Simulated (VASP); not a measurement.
# Ga8HN8 (a cell with a defect) in VASP: single point with PBE

Aim: the single point of Ga8HN8 (a cell with a defect) with PBE.

Program: VASP 6.6.1. These are calculated values, not measurements. Logs are shortened: lines on timing, memory, paths and dates and some standing lists are left out, and cuts for length are marked.

## Step 1: The cell of the first run

The cell holds a defect, 17 atoms: a = 6.433 Å, b = 6.433 Å, c = 6.433 Å, α = 60.00°, β = 60.00°, γ = 60.00°.

## Step 2: Single point, PBE, collinear spin

Input file INCAR:

```
PREC     = Accurate       # precision mode
ENCUT    = 520            # plane-wave cutoff, eV
EDIFF    = 1E-6           # SCF threshold, eV
ISMEAR   = 0              # smearing method
SIGMA    = 0.02           # smearing width, eV
LREAL    = Auto         
LASPH    = True           # aspherical terms in the spheres
NELM     = 150            # most SCF steps
ALGO     = Normal         # electronic algorithm
ISIF     = 2              # what is computed and relaxed
LWAVE    = False          # write WAVECAR
LCHARG   = False          # write CHGCAR
ISPIN    = 2              # spin polarisation
MAGMOM   = 0 0 0 0 0 0 0 0 0 0 0 0 0 0 0 0 0.41 # initial moments
LORBIT   = 11             # projections on sites
GGA      = PE             # functional
NBANDS   = 90             # bands
```

Input file KPOINTS:

```
Automatic mesh
0
Gamma
  3 3 3
```

Input file POSCAR:

```
Ga8HN8
1.0
    0.0000000000      4.5484769755     -4.5484769755
    4.5484769755      4.5484769755      0.0000000000
    4.5484769755      0.0000000000     -4.5484769755
Ga N H
8 8 1
Direct
    0.0001286145     -0.0000090140      0.5000095663
   -0.0001873154      0.4998015846      0.5006908933
    0.4999915383     -0.0000074750      0.5000115450
    0.4999662551      0.5002021583      0.4999845030
   -0.0002079817      0.0007252977      0.9998098318
   -0.0001925919      0.4998035633      0.9998337959
    0.5000083571      0.0000075850      1.0000944326
    0.5006752837      0.4998035633      0.9998326966
    0.1279497518      0.1221286824      0.1279464540
    0.1250133843      0.6250627441      0.1250305329
    0.6220942780      0.1221278030      0.1279477731
    0.6221241781      0.6279516232      0.1279202914
    0.1279389789      0.1221335192      0.6221096678
    0.1279079796      0.6279364533      0.6221428657
    0.6250219613      0.1250895636      0.6249903023
    0.6221315432      0.6279383221      0.6221414366
    0.8750335599      0.3748771312      0.8751634935
```

Potentials or basis: VASP PAW PBE potentials, release 64 (Ga_d, N, H).

Started as:

```
cat potpaw_PBE.64/Ga_d/POTCAR potpaw_PBE.64/N/POTCAR potpaw_PBE.64/H/POTCAR > POTCAR
mpirun -np 1 vasp_std > vasp.out
```

OUTCAR:

```text
PREC = Accurate
   ENCUT = 520
   EDIFF = 1E-6
   ISMEAR = 0
   LREAL = Auto
   LASPH = True
   NELM = 150
   ISIF = 2
   ISPIN = 2
   LORBIT = 11
   GGA = PE

 ion  position               nearest neighbor table
   1  0.000  1.000  0.500-  13 1.95  14 1.95   9 1.95  15 1.97
   2  1.000  0.500  0.501-  10 1.97  13 1.98  16 1.98  14 1.98
   3  0.500  1.000  0.500-  13 1.95  16 1.95  11 1.95  15 1.97
   4  0.500  0.500  0.500-  14 1.95  16 1.95  12 1.95  15 1.97
   5  1.000  0.001  1.000-  10 1.97   9 1.98  11 1.98  13 1.98
   6  1.000  0.500  1.000-  10 1.97   9 1.98  12 1.98  14 1.98
[... 8 lines left out ...]
  15  0.625  0.125  0.625-   7 1.97   3 1.97   1 1.97   4 1.97
  16  0.622  0.628  0.622-   3 1.95   4 1.95   2 1.98   8 1.98
  17  0.875  0.375  0.875-

  LATTYP: Found a face centered cubic cell.
 ALAT       =     9.0969539510

  Lattice vectors:

 A1 = (   0.0000000000,   4.5484769755,  -4.5484769755)
 A2 = (   4.5484769755,   4.5484769755,   0.0000000000)
 A3 = (   4.5484769755,   0.0000000000,  -4.5484769755)

Analysis of symmetry for initial positions (statically):
=====================================================================
 Subroutine PRICEL returns:
 Original cell was already a primitive cell.

 Routine SETGRP: Setting up the symmetry group for a
 face centered cubic supercell.

 Subroutine GETGRP returns: Found  1 space group operations
 (whereof  1 operations were pure point group operations)
 out of a pool of 48 trial point group operations.

The static configuration has the point symmetry C_1 .

Analysis of symmetry for dynamics (positions and initial velocities):
=====================================================================
 Subroutine PRICEL returns:
 Original cell was already a primitive cell.

 Routine SETGRP: Setting up the symmetry group for a
 face centered cubic supercell.

 Subroutine GETGRP returns: Found  1 space group operations
 (whereof  1 operations were pure point group operations)
 out of a pool of 48 trial point group operations.

The dynamic configuration has the point symmetry C_1 .

Analysis of structural, dynamic, and magnetic symmetry:
=====================================================================
 Subroutine PRICEL returns:
 Original cell was already a primitive cell.

 Routine SETGRP: Setting up the symmetry group for a
 face centered cubic supercell.

 Subroutine GETGRP returns: Found  1 space group operations
 (whereof  1 operations were pure point group operations)
 out of a pool of 48 trial point group operations.

The overall configuration has the point symmetry C_1 .

 Subroutine INISYM returns: Found  1 space group operations
 (whereof  1 operations are pure point group operations),
 and found     1 'primitive' translations

----------------------------------------------------------------------------------------

                                     Primitive cell

  volume of cell :     188.2036

  direct lattice vectors                    reciprocal lattice vectors
     0.000000000  4.548476975 -4.548476975    -0.109926906  0.109926906 -0.109926906
     4.548476975  4.548476975  0.000000000     0.109926906  0.109926906  0.109926906
     4.548476975  0.000000000 -4.548476975     0.109926906 -0.109926906 -0.109926906

  length of vectors
     6.432517827  6.432517827  6.432517827     0.190398986  0.190398986  0.190398986

  position of ions in fractional coordinates (direct lattice)
     0.000128614  0.999990986  0.500009566
     0.999812685  0.499801585  0.500690893
     0.499991538  0.999992525  0.500011545
     0.499966255  0.500202158  0.499984503
     0.999792018  0.000725298  0.999809832
     0.999807408  0.499803563  0.999833796
[... 9 lines left out ...]
     0.622131543  0.627938322  0.622141437
     0.875033560  0.374877131  0.875163493

  ion indices of the primitive-cell ions
   primitive index   ion index
                 1           1
                 2           2
                 3           3
                 4           4
                 5           5
                 6           6
[... 9 lines left out ...]
                16          16
                17          17

----------------------------------------------------------------------------------------

 KPOINTS: Automatic mesh

Automatic generation of k-mesh.
 Grid dimensions read from file:
 generate k-points for:    3    3    3

 Generating k-lattice:

  Cartesian coordinates                     Fractional coordinates (reciprocal lattice)
    -0.036642302  0.036642302 -0.036642302     0.333333333  0.000000000  0.000000000
     0.036642302  0.036642302  0.036642302     0.000000000  0.333333333  0.000000000
     0.036642302 -0.036642302 -0.036642302     0.000000000  0.000000000  0.333333333

  Length of vectors
     0.063466329  0.063466329  0.063466329

  Shift w.r.t. Gamma in fractional coordinates (k-lattice)
     0.000000000  0.000000000  0.000000000

 Subroutine IBZKPT returns following result:
 ===========================================

 Found     14 irreducible k-points:

 Following reciprocal coordinates:
            Coordinates               Weight
  0.000000  0.000000  0.000000      1.000000
  0.333333  0.000000  0.000000      2.000000
  0.000000  0.333333  0.000000      2.000000
  0.000000  0.000000  0.333333      2.000000
  0.333333  0.333333  0.333333      2.000000
  0.333333  0.333333  0.000000      2.000000
  0.000000  0.333333  0.333333      2.000000
  0.333333  0.000000  0.333333      2.000000
 -0.333333  0.333333  0.000000      2.000000
  0.000000 -0.333333  0.333333      2.000000
  0.333333  0.000000 -0.333333      2.000000
  0.333333  0.333333 -0.333333      2.000000
 -0.333333  0.333333 -0.333333      2.000000
  0.333333 -0.333333 -0.333333      2.000000
   k-points           NKPTS =     14   k-points in BZ     NKDIM =     14   number of bands    NBANDS=     90
   number of dos      NEDOS =    301   number of ions     NIONS =     17
   total plane-waves  NPLWV = 110592
   dimension x,y,z NGX =    48 NGY =   48 NGZ =   48
   dimension x,y,z NGXF=    96 NGYF=   96 NGZF=   96
   ions per type =               8   8   1
   NGX,Y,Z   is equivalent  to a cutoff of  12.41, 12.41, 12.41 a.u.
   NGXF,Y,Z  is equivalent  to a cutoff of  24.81, 24.81, 24.81 a.u.
 SYSTEM =  unknown system
   PREC   = accura    normal or accurate (medium, high low for compatibility)
   ISTART =      0    job   : 0-new  1-cont  2-samecut
   ICHARG =      2    charge: 1-file 2-atom 10-const
   ISPIN  =      2    spin polarized calculation?
   LNONCOLLINEAR =      F non collinear calculations
   LSORBIT =      F    spin-orbit coupling
   LASPH  =      T    aspherical Exc in radial PAW
   ENCUT  =  520.0 eV  38.22 Ry    6.18 a.u.  11.96 11.96 11.96*2*pi/ulx,y,z
   NELM   =    150;   NELMIN=  2; NELMDL= -5     # of ELM steps
   EDIFF  = 0.1E-05   stopping-criterion for ELM
   LREAL  =      T    real-space projection
   EDIFFG = 0.1E-04   stopping-criterion for IOM
   NSW    =      0    number of steps for IOM
[... 5 lines left out ...]
   TEBEG  =    0.0;   TEEND  =   0.0 temperature during run
   PSTRESS=    0.0 pullay stress
   NELECT =     145.0000    total number of electrons
   NUPDOWN=      -1.0000    fix difference up-down
   EMIN   =  10.00;   EMAX   =-10.00  energy-range for DOS
   EFERMI =   0.00;   METHOD = LEGACY
   ISMEAR =     0;   SIGMA  =   0.02  broadening in eV -4-tet -1-fermi 0-gaus
   EFERMI_NEDOS =   21; number of points for ismear=-14 and -15
   IALGO  =     38    algorithm
   IMIX   =      4    mixing-type and parameters
     AMIX     =   0.40;   BMIX     =  1.00
     AMIX_MAG =   1.60;   BMIX_MAG =  1.00
  volume/ion in A,a.u.               =      11.07        74.71
  Fermi-wavevector in a.u.,A,eV,Ry     =   1.500795  2.836092 30.645585  2.252387
  Thomas-Fermi vector in A             =   2.612249
   LORBIT       =     11    0 simple, 1 ext, 2 COOP (PROOUT), +10 PAW based schemes
   GGA     = PE    functional components
   LHFCALC =     F    Hartree Fock is set to
   AEXX    =    0.0000 exact exchange contribution
   IVDW    =     0    specifies the selected vdW correction
   LEPSILON=     F    determine dielectric tensor
   LRPA    =     F    only Hartree local field effects (RPA)
 spin polarized calculation
 Gauss-broadening in eV      SIGMA  =   0.02
  energy-cutoff  :      520.00
  volume of cell :      188.20
 maximum number of plane-waves:      5066
   NGX = 23   NGY = 23   NGZ = 23

 number of electron     144.9999890 magnetization       0.9259303

 Free energy of the ion-electron system (eV)
  ---------------------------------------------------
  ext. energy  EPLUGINS =         0.00000000
  ---------------------------------------------------
  free energy    TOTEN  =       -97.70209590 eV

  energy without entropy =      -97.70113227  energy(sigma->0) =      -97.70161408

 E-fermi :   5.6124     XC(G=0): -11.6029

 val. band max:        5.5928570431   @ k =  -0.3333   0.3333   0.0000
 cond. band min:       5.9631457213   @ k =   0.0000   0.3333   0.0000
 fundamental gap:      0.3702886782
 Fermi energy:         5.6123521847

 spin component 1

 k-point     1 :       0.0000    0.0000    0.0000
  band No.  band energies     occupation
      1     -10.7555      1.00000
      2      -9.8693      1.00000
      3      -9.8692      1.00000
      4      -9.8692      1.00000
      5      -9.8525      1.00000
      6      -9.7145      1.00000
[... 1207 lines left out ...]
     83      12.2421      0.00000
     84      12.5389      0.00000
 Fermi energy:         5.6123521847

 spin component 2

 k-point     1 :       0.0000    0.0000    0.0000
  band No.  band energies     occupation
      1     -10.6789      1.00000
      2      -9.8373      1.00000
      3      -9.8128      1.00000
      4      -9.8127      1.00000
      5      -9.8126      1.00000
      6      -9.6700      1.00000
[... 1207 lines left out ...]
     83      12.2889      0.00000
     84      12.5793      0.00000
 [bands above 84 left out]

------------------------ aborting loop because EDIFF is reached ----------------------------------------

  FORCE on cell =-STRESS in cart. coord.  units (eV):
  Direction    XX          YY          ZZ          XY          YZ          ZX
  --------------------------------------------------------------------------------------
  -------------------------------------------------------------------------------------
  Total        3.3693043      3.3693856      3.3692816      0.0021014     -0.0010536      0.0011774
  in kB       28.6828840     28.6835764     28.6826912      0.0178888     -0.0089692      0.0100236
  external PRESSURE =      28.6830505 kB  Pullay stress =       0.0000000 kB

 VOLUME and BASIS-vectors are now :
 -----------------------------------------------------------------------------
  energy-cutoff  :      520.00
  volume of cell :      188.20
      direct lattice vectors                 reciprocal lattice vectors
     0.000000000  4.548476975 -4.548476975    -0.109926906  0.109926906 -0.109926906
     4.548476975  4.548476975  0.000000000     0.109926906  0.109926906  0.109926906
     4.548476975  0.000000000 -4.548476975     0.109926906 -0.109926906 -0.109926906

 POSITION                                       TOTAL-FORCE (eV/Angst)
 -----------------------------------------------------------------------------------
      6.82272      4.54902     -2.27487        -0.003739      0.003653     -0.002587
      4.55072      6.82096     -6.82501        -0.000419      0.002147      0.002134
      6.82273      6.82264     -4.54849        -0.003839     -0.002719      0.003910
      4.54933      4.54924     -4.54825         0.002187      0.002686      0.002826
      4.55091      4.55083     -9.09514        -0.003072     -0.002823     -0.002713
      6.82107      6.82095     -9.09532         0.002007      0.002743     -0.000850
[... 9 lines left out ...]
      5.68596      5.68591     -5.65955         0.000155     -0.000305      0.005441
      5.68578      5.68519     -7.96073         0.000380      0.001320      0.001115
 -----------------------------------------------------------------------------------
    total drift:                               -0.001336     -0.001162      0.000828

  FREE ENERGIE OF THE ION-ELECTRON SYSTEM (eV)
  ---------------------------------------------------
  free  energy   TOTEN  =       -97.7020958980 eV

  energy  without entropy=      -97.7011322716  energy(sigma->0) =      -97.70161408

 total charge

# of ion       s       p       d       tot
------------------------------------------
    1        0.788   0.882  10.171  11.840
    2        0.777   0.860  10.165  11.802
    3        0.788   0.882  10.171  11.840
    4        0.788   0.882  10.171  11.840
    5        0.777   0.860  10.165  11.802
    6        0.777   0.860  10.165  11.802
[... 9 lines left out ...]
   16        1.231   2.492   0.000   3.723
   17        0.496   0.015   0.000   0.511
--------------------------------------------------
tot         16.591  26.926  81.342 124.859

 magnetization (x)

# of ion       s       p       d       tot
------------------------------------------
    1       -0.000   0.006   0.004   0.010
    2       -0.003  -0.004   0.012   0.006
    3       -0.000   0.006   0.004   0.010
    4       -0.000   0.006   0.004   0.010
    5       -0.003  -0.004   0.012   0.006
    6       -0.003  -0.004   0.012   0.006
[... 9 lines left out ...]
   16        0.004   0.052   0.000   0.056
   17        0.236   0.001   0.000   0.238
--------------------------------------------------
tot          0.251   0.329   0.065   0.645
```

Wall time 33 min (1 thread of Oxide Virtual Turin-like, shared host); peak memory 0.54 GiB.

What came out:

| Quantity | Value |
| --- | --- |
| Free energy | -97.7021 eV |
| Pressure | 2.9 GPa |
| Largest force | 0.007 eV/Å |
| Net moment | 0.93 μB per cell |
| Site moments | Ga +0.01; N +0.06, +0.01, -0.00 (each value once); H +0.24 μB |
| Valence electrons inside the program's atomic spheres | Ga 11.84, 11.80 (each value once); N 3.72; H 0.51 |

Forces in eV/Å, atoms in the order of the input:
```
Ga  -0.004  0.004 -0.003
Ga   0.000  0.002  0.002
Ga  -0.004 -0.003  0.004
Ga   0.002  0.003  0.003
Ga  -0.003 -0.003 -0.003
Ga   0.002  0.003 -0.001
Ga   0.004 -0.004 -0.004
Ga   0.002 -0.001  0.003
N    0.000 -0.001 -0.005
N    0.000  0.000  0.000
N    0.000 -0.005 -0.001
N    0.006  0.000  0.000
N   -0.005 -0.001 -0.001
N    0.000  0.006  0.000
N    0.000 -0.001 -0.001
N    0.000  0.000  0.005
H    0.000  0.001  0.001
```

Caveat: the k points lie up to 0.40 Å⁻¹ apart; a moment this small can come from the mesh or the smearing.
